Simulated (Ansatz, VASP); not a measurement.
Given: the input of a run of VASP 6.6.1 on Sb.

INCAR

```
PREC     = Accurate       # precision mode
ENCUT    = 500            # plane-wave cutoff, eV
EDIFF    = 1E-6           # SCF threshold, eV
ISMEAR   = -1             # smearing method
SIGMA    = 0.03           # smearing width, eV
LREAL    = False          # projectors in reciprocal space
LASPH    = True           # aspherical terms in the spheres
NELM     = 120            # most SCF steps
ALGO     = Normal         # electronic algorithm
ISIF     = 2              # what is computed and relaxed
LWAVE    = False          # write WAVECAR
LCHARG   = False          # write CHGCAR
GGA      = PE             # functional
NBANDS   = 12             # bands
GGA_COMPAT= False
```

KPOINTS

```
regular mesh
0
Gamma
  5 5 3
```

The input POSCAR:

```
Sb
1.0
    3.3545324186      0.0000000000      0.0000000000
   -1.6772662093      2.9051102923      0.0000000000
    0.0000000000      0.0000000000      5.4701606500
Sb
2
Direct
    0.6666666667      0.3333333333      0.7500000000
    0.3333333333      0.6666666667      0.2500000000
```

Potentials or basis: VASP PAW PBE potentials, release 64 (Sb).

Command:

```bash
$ cat potpaw_PBE.64/Sb/POTCAR > POTCAR
$ mpirun -np 1 vasp_std > vasp.out
```

Problem. Translate it to Ansatz 0.2.0. Potentials there: all-electron LAPW, scalar-relativistic.

Solution. As run (the cutoff follows the program's own potentials):

Contents of input.yaml:

```yaml
crystal:
  lattice:
    - [3.3545324186, 0.0, 0.0]
    - [-1.6772662093, 2.9051102923, 0.0]
    - [0.0, 0.0, 5.47016065]
  atoms:
    - { symbol: Sb, position: [0.6666666667, 0.3333333333, 0.75] }
    - { symbol: Sb, position: [0.3333333333, 0.6666666667, 0.25] }
kpoints:
  mp_grid: { grid: [5, 5, 3] }
scf:
  occupations: { method: fermi_dirac, width: 0.03 }
hamiltonian:
  xc: pbe
  pseudopotentials: { kind: all_electron, lapw: { basis_error: 0.002 } }
output:
  forces: true
  stress: true
  eigenvalues: true
```

Potentials or basis: all-electron LAPW, scalar-relativistic.

Command:

```sh
$ ansatz run input.yaml --threads 1 --pin off --max-ram 3072MiB --backend cpu --events-out ev --progress --plain --runs-dir out
```

Both were run:

|  | VASP | Ansatz | Ansatz less VASP |
| --- | --- | --- | --- |
| gap on the k mesh at the Fermi level (eV) | none | none | - |
| pressure (GPa) | 0.3 | 0.5 | +0.15 |
| traceless stress, the component that is largest in VASP (GPa) | 3.49 | 3.50 | +0.001 |

A gap of «none» marks a metal or a gap that the smearing closes. Ansatz ran all-electron here, and VASP with PAW potentials.

The k mesh is coarse, so the values compare programs but aren't converged. Neither program's run includes spin-orbit coupling. Noted on Ansatz's run: the k mesh is thin for a metal, which can move the energy by tens of meV per atom.
